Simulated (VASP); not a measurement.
# TiB2 in VASP: settings compared

TiB2 is run at these levels: PBE, r2SCAN, BLYP+D3(BJ); tasks: single point.

All numbers are computed with VASP 6.6.1; they aren't measurements. Logs are shortened: lines on timing, memory, paths and dates and some standing lists are left out, and cuts for length are marked.

### Step 1. The cell of the first run

It takes space group P6/mmm (No. 191, hexagonal). Conventional cell: a = 3.069 Å, b = 3.069 Å, c = 3.271 Å, α = 90.00°, β = 90.00°, γ = 120.00°. Ti (site symmetry 6/mmm) has 12 B at 2.41 Å and 6 Ti at 3.07 Å within 3.2 Å. Within 2.4 Å of B (site symmetry -6m2) lie 3 B at 1.77 Å.

### Step 2. Single point, PBE (volume scaled by 1.04)

Contents of INCAR:

```
SYSTEM = TiB2
ALGO = Normal
EDIFF = 1E-7
ENCUT = 520
GGA = PE
ISIF = 2
ISMEAR = -1
LASPH = .TRUE.
LCHARG = .TRUE.
LELF = .TRUE.
LREAL = .FALSE.
LVHAR = .TRUE.
LWAVE = .FALSE.
NBANDS = 16
NELM = 60
PREC = Accurate
SIGMA = 0.05
```

Contents of KPOINTS:

```
k-points
0
G
  10 10 8
  0 0 0
```

Contents of POSCAR:

```
TiB2
1.0
    3.0690624661      0.0000000000      0.0000000000
   -1.5345312330      2.6578860614      0.0000000000
    0.0000000000      0.0000000000      3.2708838193
Ti B
1 2
Direct
    0.0000000000      0.0000000000      0.0000000000
    0.6666666667      0.3333333333      0.5000000000
    0.3333333333      0.6666666667      0.5000000000
```

Potentials or basis: VASP PAW PBE potentials, release 64 (Ti_sv, B).

The run is started by

```console
cat potpaw_PBE.64/Ti_sv/POTCAR potpaw_PBE.64/B/POTCAR > POTCAR
mpirun -np 1 vasp_std > vasp.out
```

OUTCAR:

```text
SYSTEM = TiB2
   EDIFF = 1E-7
   ENCUT = 520
   GGA = PE
   ISIF = 2
   ISMEAR = -1
   LASPH = .TRUE.
   LREAL = .FALSE.
   NELM = 60
   PREC = Accurate

 ion  position               nearest neighbor table
   1  0.000  0.000  0.000-   2 2.41   3 2.41   2 2.41   3 2.41   3 2.41   3 2.41   2 2.41   2 2.41
                             2 2.41   2 2.41   3 2.41   3 2.41
   2  0.667  0.333  0.500-   3 1.77   3 1.77   3 1.77   1 2.41   1 2.41   1 2.41   1 2.41   1 2.41
                             1 2.41
   3  0.333  0.667  0.500-   2 1.77   2 1.77   2 1.77   1 2.41   1 2.41   1 2.41   1 2.41   1 2.41
                             1 2.41

  LATTYP: Found a hexagonal cell.
 ALAT       =     3.0690624661
 C/A-ratio  =     1.0657599366

  Lattice vectors:

 A1 = (   3.0690624661,   0.0000000000,   0.0000000000)
 A2 = (  -1.5345312330,   2.6578860614,   0.0000000000)
 A3 = (   0.0000000000,   0.0000000000,   3.2708838193)

Analysis of symmetry for initial positions (statically):
=====================================================================
 Subroutine PRICEL returns:
 Original cell was already a primitive cell.

 Routine SETGRP: Setting up the symmetry group for a
 hexagonal supercell.

 Subroutine GETGRP returns: Found 24 space group operations
 (whereof 24 operations were pure point group operations)
 out of a pool of 24 trial point group operations.

The static configuration has the point symmetry D_6h.

Analysis of symmetry for dynamics (positions and initial velocities):
=====================================================================
 Subroutine PRICEL returns:
 Original cell was already a primitive cell.

 Routine SETGRP: Setting up the symmetry group for a
 hexagonal supercell.

 Subroutine GETGRP returns: Found 24 space group operations
 (whereof 24 operations were pure point group operations)
 out of a pool of 24 trial point group operations.

The dynamic configuration has the point symmetry D_6h.

 Subroutine INISYM returns: Found 24 space group operations
 (whereof 24 operations are pure point group operations),
 and found     1 'primitive' translations

----------------------------------------------------------------------------------------

                                     Primitive cell

  volume of cell :      26.6813

  direct lattice vectors                    reciprocal lattice vectors
     3.069062466  0.000000000  0.000000000     0.325832404  0.188119426  0.000000000
    -1.534531233  2.657886061  0.000000000     0.000000000  0.376238852  0.000000000
     0.000000000  0.000000000  3.270883819     0.000000000  0.000000000  0.305727765

  length of vectors
     3.069062466  3.069062466  3.270883819     0.376238852  0.376238852  0.305727765

  position of ions in fractional coordinates (direct lattice)
     0.000000000  0.000000000  0.000000000
     0.666666667  0.333333333  0.500000000
     0.333333333  0.666666667  0.500000000

  ion indices of the primitive-cell ions
   primitive index   ion index
                 1           1
                 2           2
                 3           3

----------------------------------------------------------------------------------------

 KPOINTS: k-points

Automatic generation of k-mesh.
 Grid dimensions read from file:
 generate k-points for:   10   10    8

 Generating k-lattice:

  Cartesian coordinates                     Fractional coordinates (reciprocal lattice)
     0.032583240  0.018811943  0.000000000     0.100000000  0.000000000  0.000000000
     0.000000000  0.037623885  0.000000000     0.000000000  0.100000000  0.000000000
     0.000000000  0.000000000  0.038215971     0.000000000  0.000000000  0.125000000

  Length of vectors
     0.037623885  0.037623885  0.038215971

  Shift w.r.t. Gamma in fractional coordinates (k-lattice)
     0.000000000  0.000000000  0.000000000

 Subroutine IBZKPT returns following result:
 ===========================================

 Found     70 irreducible k-points:

 Following reciprocal coordinates:
            Coordinates               Weight
  0.000000  0.000000  0.000000      1.000000
  0.100000  0.000000  0.000000      6.000000
  0.200000  0.000000  0.000000      6.000000
  0.300000  0.000000  0.000000      6.000000
  0.400000  0.000000  0.000000      6.000000
  0.500000  0.000000  0.000000      3.000000
[... 16 lines left out ...]
  0.300000  0.100000  0.125000     24.000000
  0.400000  0.100000  0.125000     24.000000
 [... further k-points ...]
   k-points           NKPTS =     70   k-points in BZ     NKDIM =     70   number of bands    NBANDS=     16
   number of dos      NEDOS =    301   number of ions     NIONS =      3
   total plane-waves  NPLWV =  13824
   dimension x,y,z NGX =    24 NGY =   24 NGZ =   24
   dimension x,y,z NGXF=    48 NGYF=   48 NGZF=   48
   ions per type =               1   2
   NGX,Y,Z   is equivalent  to a cutoff of  13.00, 13.00, 12.20 a.u.
   NGXF,Y,Z  is equivalent  to a cutoff of  26.00, 26.00, 24.40 a.u.
 SYSTEM =  TiB2
   PREC   = accura    normal or accurate (medium, high low for compatibility)
   ISTART =      0    job   : 0-new  1-cont  2-samecut
   ICHARG =      2    charge: 1-file 2-atom 10-const
   ISPIN  =      1    spin polarized calculation?
   LNONCOLLINEAR =      F non collinear calculations
   LSORBIT =      F    spin-orbit coupling
   LASPH  =      T    aspherical Exc in radial PAW
   ENCUT  =  520.0 eV  38.22 Ry    6.18 a.u.   5.71  5.71  6.08*2*pi/ulx,y,z
   NELM   =     60;   NELMIN=  2; NELMDL= -5     # of ELM steps
   EDIFF  = 0.1E-06   stopping-criterion for ELM
   LREAL  =      F    real-space projection
   EDIFFG = 0.1E-05   stopping-criterion for IOM
   NSW    =      0    number of steps for IOM
   IBRION =     -1    ionic relax: 0-MD 1-quasi-New 2-CG
   NFREE  =      0    steps in history (QN), initial steepest desc. (CG)
   ISIF   =      2    stress and relaxation
   ISYM   =      2    0-nonsym 1-usesym 2-fastsym
   POTIM  = 0.5000    time-step for ionic-motion
   TEBEG  =    0.0;   TEEND  =   0.0 temperature during run
   PSTRESS=    0.0 pullay stress
   NELECT =      18.0000    total number of electrons
   NUPDOWN=      -1.0000    fix difference up-down
   EMIN   =  10.00;   EMAX   =-10.00  energy-range for DOS
   EFERMI =   0.00;   METHOD = LEGACY
   ISMEAR =    -1;   SIGMA  =   0.05  broadening in eV -4-tet -1-fermi 0-gaus
   EFERMI_NEDOS =   21; number of points for ismear=-14 and -15
   IALGO  =     38    algorithm
   IMIX   =      4    mixing-type and parameters
     AMIX     =   0.40;   BMIX     =  1.00
     AMIX_MAG =   1.60;   BMIX_MAG =  1.00
  volume/ion in A,a.u.               =       8.89        60.02
  Fermi-wavevector in a.u.,A,eV,Ry     =   1.435809  2.713285 28.049047  2.061547
  Thomas-Fermi vector in A             =   2.555066
   LORBIT       =      0    0 simple, 1 ext, 2 COOP (PROOUT), +10 PAW based schemes
   GGA     = PE    functional components
   LHFCALC =     F    Hartree Fock is set to
   AEXX    =    0.0000 exact exchange contribution
   IVDW    =     0    specifies the selected vdW correction
   LEPSILON=     F    determine dielectric tensor
   LRPA    =     F    only Hartree local field effects (RPA)
 non-spin polarized calculation
  energy-cutoff  :      520.00
  volume of cell :       26.68
 maximum number of plane-waves:       736
 NGX is ok and might be reduce to    24
   NGX = 11   NGY = 11   NGZ = 13

 number of electron      18.0000001 magnetization

 Free energy of the ion-electron system (eV)
  ---------------------------------------------------
  ext. energy  EPLUGINS =         0.00000000
  ---------------------------------------------------
  free energy    TOTEN  =       -24.39737941 eV

  energy without entropy =      -24.39090577  energy(sigma->0) =      -24.39414259

 E-fermi :   9.5172     XC(G=0): -12.5807

 val. band max:        9.4931264709   @ k =   0.2000   0.2000   0.1250
 cond. band min:       9.5192084418   @ k =   0.3000   0.2000   0.0000
 fundamental gap:      0.0260819709
 Fermi energy:         9.5171802107

 k-point     1 :       0.0000    0.0000    0.0000
  band No.  band energies     occupation
      1     -47.4801      2.00000
      2     -23.8164      2.00000
      3     -23.5359      2.00000
      4     -23.5359      2.00000
      5      -3.7115      2.00000
      6       7.0561      2.00000
[... 8 lines left out ...]
     15      15.1786      0.00000
     16      16.1544      0.00000

 k-point     2 :       0.1000    0.0000    0.0000
  band No.  band energies     occupation
      1     -47.4757      2.00000
      2     -23.8108      2.00000
      3     -23.5701      2.00000
      4     -23.5437      2.00000
      5      -3.5251      2.00000
      6       6.5139      2.00000
[... 8 lines left out ...]
     15      16.2164      0.00000
     16      16.7699      0.00000

 k-point     3 :       0.2000    0.0000    0.0000
  band No.  band energies     occupation
      1     -47.4643      2.00000
      2     -23.7960      2.00000
      3     -23.6589      2.00000
      4     -23.5641      2.00000
      5      -2.9795      2.00000
      6       5.2001      2.00000
[... 8 lines left out ...]
     15      17.1693      0.00000
     16      18.2577      0.00000

 k-point     4 :       0.3000    0.0000    0.0000
  band No.  band energies     occupation
      1     -47.4502      2.00000
      2     -23.7778      2.00000
      3     -23.7671      2.00000
      4     -23.5892      2.00000
      5      -2.1107      2.00000
      6       3.5914      2.00000
[... 8 lines left out ...]
     15      16.4920      0.00000
     16      18.2646      0.00000

 k-point     5 :       0.4000    0.0000    0.0000
  band No.  band energies     occupation
      1     -47.4387      2.00000
      2     -23.8532      2.00000
      3     -23.7630      2.00000
      4     -23.6094      2.00000
      5      -0.9651      2.00000
      6       1.9510      2.00000
[... 8 lines left out ...]
     15      16.6541      0.00000
     16      17.7471      0.00000

 k-point     6 :       0.5000    0.0000    0.0000
  band No.  band energies     occupation
      1     -47.4343      2.00000
      2     -23.8859      2.00000
      3     -23.7573      2.00000
      4     -23.6171      2.00000
      5       0.4008      2.00000
      6       0.4137      2.00000
[... 8 lines left out ...]
     15      16.7889      0.00000
     16      17.3137      0.00000

 k-point     7 :       0.1000    0.1000    0.0000
  band No.  band energies     occupation
      1     -47.4678      2.00000
      2     -23.8006      2.00000
      3     -23.6291      2.00000
      4     -23.5603      2.00000
      5      -3.1591      2.00000
      6       5.6995      2.00000
[... 8 lines left out ...]
     15      16.9036      0.00000
     16      17.4701      0.00000

 k-point     8 :       0.2000    0.1000    0.0000
  band No.  band energies     occupation
      1     -47.4551      2.00000
      2     -23.7841      2.00000
      3     -23.7214      2.00000
      4     -23.5892      2.00000
      5      -2.4517      2.00000
      6       4.3885      2.00000
[... 8 lines left out ...]
     15      16.8851      0.00000
     16      18.2379      0.00000

 k-point     9 :       0.3000    0.1000    0.0000
  band No.  band energies     occupation
      1     -47.4423      2.00000
      2     -23.8121      2.00000
      3     -23.7676      2.00000
      4     -23.6182      2.00000
      5      -1.4444      2.00000
      6       2.8339      2.00000
[... 8 lines left out ...]
     15      17.0034      0.00000
     16      18.2446      0.00000
[... 172 lines left out ...]
 k-point    19 :       0.4000    0.0000    0.1250
  band No.  band energies     occupation
      1     -47.4370      2.00000
      2     -23.8496      2.00000
      3     -23.7852      2.00000
      4     -23.6068      2.00000
      5      -0.8665      2.00000
      6       1.9893      2.00000
[... 8 lines left out ...]
     15      17.1105      0.00000
     16      18.8225      0.00000

 k-point    20 :       0.5000    0.0000    0.1250
  band No.  band energies     occupation
      1     -47.4327      2.00000
      2     -23.8820      2.00000
      3     -23.7793      2.00000
      4     -23.6144      2.00000
      5       0.3515      2.00000
      6       0.5917      2.00000
[... 8 lines left out ...]
     15      17.3376      0.00000
     16      18.6166      0.00000

 k-point    21 :       0.1000    0.1000    0.1250
  band No.  band energies     occupation
      1     -47.4661      2.00000
      2     -23.8249      2.00000
      3     -23.6265      2.00000
      4     -23.5581      2.00000
      5      -2.9835      2.00000
      6       5.7886      2.00000
[... 8 lines left out ...]
     15      16.9270      0.00000
     16      17.1094      0.00000

 k-point    22 :       0.2000    0.1000    0.1250
  band No.  band energies     occupation
      1     -47.4534      2.00000
      2     -23.8077      2.00000
      3     -23.7182      2.00000
      4     -23.5868      2.00000
      5      -2.3012      2.00000
      6       4.4312      2.00000
[... 8 lines left out ...]
     15      17.2524      0.00000
     16      18.5782      0.00000

 k-point    23 :       0.3000    0.1000    0.1250
  band No.  band energies     occupation
      1     -47.4406      2.00000
      2     -23.8090      2.00000
      3     -23.7897      2.00000
      4     -23.6156      2.00000
      5      -1.3299      2.00000
      6       2.8625      2.00000
[... 8 lines left out ...]
     15      17.4690      0.00000
     16      18.9480      0.00000

 k-point    24 :       0.4000    0.1000    0.1250
  band No.  band energies     occupation
      1     -47.4327      2.00000
      2     -23.8637      2.00000
      3     -23.7793      2.00000
      4     -23.6334      2.00000
      5      -0.1207      2.00000
      6       1.3227      2.00000
[... 8 lines left out ...]
     15      17.7382      0.00000
     16      18.7753      0.00000

 [... further k-points ...]
[... 5 lines left out ...]
  --------------------------------------------------------------------------------------
  -------------------------------------------------------------------------------------
  Total       -1.5625680     -1.5625680     -1.2931799     -0.0000000      0.0000000     -0.0000000
  in kB      -93.8301293    -93.8301293    -77.6537287     -0.0000000      0.0000000     -0.0000000
  external PRESSURE =     -88.4379957 kB  Pullay stress =       0.0000000 kB

 VOLUME and BASIS-vectors are now :
 -----------------------------------------------------------------------------
  energy-cutoff  :      520.00
  volume of cell :       26.68
      direct lattice vectors                 reciprocal lattice vectors
     3.069062466  0.000000000  0.000000000     0.325832404  0.188119426  0.000000000
    -1.534531233  2.657886061  0.000000000     0.000000000  0.376238852  0.000000000
     0.000000000  0.000000000  3.270883819     0.000000000  0.000000000  0.305727765

 POSITION                                       TOTAL-FORCE (eV/Angst)
 -----------------------------------------------------------------------------------
      0.00000      0.00000      0.00000        -0.000000      0.000000     -0.000000
      1.53453      0.88596      1.63544         0.000000      0.000000     -0.000000
     -0.00000      1.77192      1.63544         0.000000      0.000000      0.000000
 -----------------------------------------------------------------------------------
    total drift:                               -0.000000      0.000000      0.000000

  FREE ENERGIE OF THE ION-ELECTRON SYSTEM (eV)
  ---------------------------------------------------
  free  energy   TOTEN  =       -24.3973794091 eV

  energy  without entropy=      -24.3909057739  energy(sigma->0) =      -24.39414259
```

Wall time 17 s (1 thread of Intel Xeon Platinum 8488C (Sapphire Rapids), shared host); peak memory 0.15 GiB.

Results:

* Free energy: -24.3974 eV
* Pressure: -8.8 GPa
* Band gap on the k mesh: zero (band 9 reaches 9.93 eV, above the bottom of band 10 at 9.40 eV)

### Step 3. Single point, PBE (volume scaled by 1.06)

Contents of INCAR:

```
PREC = Accurate ; ENCUT = 520
EDIFF = 1E-7 ; ISMEAR = -1
SIGMA = 0.05 ; LREAL = F
LASPH = T ; NELM = 60
ALGO = Normal ; ISIF = 2
LWAVE = F ; LCHARG = F
GGA = PE ; NBANDS = 16
```

Contents of KPOINTS:

```
regular mesh
0
Gamma
  10 10 8
```

Contents of POSCAR:

```
TiB2
1.0
    3.0886111617      0.0000000000      0.0000000000
   -1.5443055808      2.6748157284      0.0000000000
    0.0000000000      0.0000000000      3.2917180359
Ti B
1 2
Direct
    0.0000000000      0.0000000000      0.0000000000
    0.6666666667      0.3333333333      0.5000000000
    0.3333333333      0.6666666667      0.5000000000
```

Potentials or basis: VASP PAW PBE potentials, release 64 (Ti_sv, B).

The run is started by

```console
cat potpaw_PBE.64/Ti_sv/POTCAR potpaw_PBE.64/B/POTCAR > POTCAR
mpirun -np 1 vasp_std > vasp.out
```

Run time: 14 s. Hardware: 1 thread of Intel Xeon Platinum 8488C (Sapphire Rapids), shared host; peak memory 0.15 GiB.

Results (log left out):

| Quantity | Value |
| --- | --- |
| Free energy | -24.3628 eV |
| Pressure | -12.9 GPa |
| Band gap on the k mesh | zero (band 9 reaches 9.72 eV, above the bottom of band 10 at 9.20 eV) |

Stress tensor (GPa, compression positive):
```
-13.72   0.00   0.00
  0.00 -13.72   0.00
  0.00   0.00 -11.18
```

Levels at points of the mesh, in eV from the Fermi level:
```
           k point  band 5  band 6  band 7  band 8  band 9  band 10  band 11  band 12  band 13  band 14
(0.00, 0.00, 0.00)  -13.12   -2.42   -2.42   -2.24   -1.92     1.78     1.78     3.44     3.44     5.58
(0.50, 0.00, 0.00)   -9.06   -9.02   -3.12   -2.99   -2.06     1.28     2.56     3.00     3.26     7.00
(0.00, 0.00, 0.50)  -11.36   -7.31   -0.49   -0.49   -0.12    -0.12     0.45     0.45     1.55     6.38
(0.50, 0.00, 0.50)   -9.43   -7.35   -4.37   -3.57   -3.06     2.32     2.73     4.11     4.28     5.05
```

(Continued in part 2 of 2.)
